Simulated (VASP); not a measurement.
## C: single point with PBE+D3(BJ)

The system is C, a slab with vacuum.

```xyz
4
Lattice="2.4657 0.0000 0.0000 -1.2328 2.1353 0.0000 0.0000 0.0000 17.5001" Properties=species:S:1:pos:R:3 pbc="T T T"
C     1.2328    0.7118    4.5000
C     0.0000    1.4235    4.5000
C     1.2328    1.4235    8.0601
C     2.4657    0.7118    8.0600
```

```
Program             : VASP 6.6.1
Task                : single point
Functional          : PBE
Dispersion          : D3(BJ)
Potentials or basis : VASP PAW PBE potentials, release 64 (C)
Cutoff              : 520 eV
k mesh              : 15 × 15 × 1
Occupations         : gaussian, width 0.1 eV
Spin                : no spin polarisation
```

| Item | Value |
| --- | --- |
| Largest force | 0.016 eV/Å |
| Band gap on the k mesh | 0.16 eV, direct |
| Dispersion energy per atom | -0.115 eV |

Forces on the atoms (eV/Å):
```
C    0.000  0.001  0.016
C    0.000 -0.001  0.016
C    0.000 -0.001 -0.016
C    0.000  0.001 -0.016
```

Levels at points of the mesh, in eV from the valence-band top:
| k point | band 4 | band 5 | band 6 | band 7 | band 8 | band 9 | band 10 | band 11 | band 12 | band 13 |
| --- | --- | --- | --- | --- | --- | --- | --- | --- | --- | --- |
| (0.00, 0.00, 0.00) | -7.17 | -2.96 | -2.96 | -2.95 | -2.95 | 3.44 | 3.92 | 4.81 | 6.45 | 6.68 |

Run time: 78 s on 1 thread of Intel(R) Xeon(R) 6975P-C (Granite Rapids), on a shared host, peak memory 0.23 GiB.
